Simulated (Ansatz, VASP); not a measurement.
**Two plane-wave programs on Mg2ZnS3**

```
Mg Zn S
1.0
     3.57226    0.00000    0.00000
     0.00000    3.57226    0.00000
     0.00000    0.00000   10.56546
Mg Zn S
2 1 3
Direct
  0.00000 0.00000 0.78225
  0.00000 0.00000 0.21775
  0.50000 0.50000 0.50000
  0.00000 0.00000 0.00000
  0.50000 0.50000 0.29202
  0.50000 0.50000 0.70798
```

Alike in both runs: functional PBE; k mesh 10 × 10 × 4; occupations gaussian, width 0.1 eV; no spin polarisation.

Ansatz relaxed the structure, and its values are those at the end. VASP's run is a single point on that final structure, the one shown.

|  | VASP | Ansatz |
| --- | --- | --- |
| version | VASP 6.6.1 | Ansatz 0.2.0 |
| potentials or method | VASP PAW PBE potentials, release 64 (Mg, Zn, S), cutoff 520 eV | scalar-relativistic, plane waves, PAW |
| valence electrons in the cell | 34 | 50 |

|  | VASP | Ansatz | Ansatz less VASP |
| --- | --- | --- | --- |
| gap on the k mesh at the Fermi level (eV) | none | none | - |
| pressure (GPa) | -0.1 | 0.0 | +0.08 |
| rms of the force components (eV/Å) | 0.011 | 0.000 | -0.0111 |

A gap of «none» marks a metal or a gap that the smearing closes. VASP's potentials hold 34 valence electrons a cell and Ansatz's 50, so a difference there can come from the potentials and not from the codes.
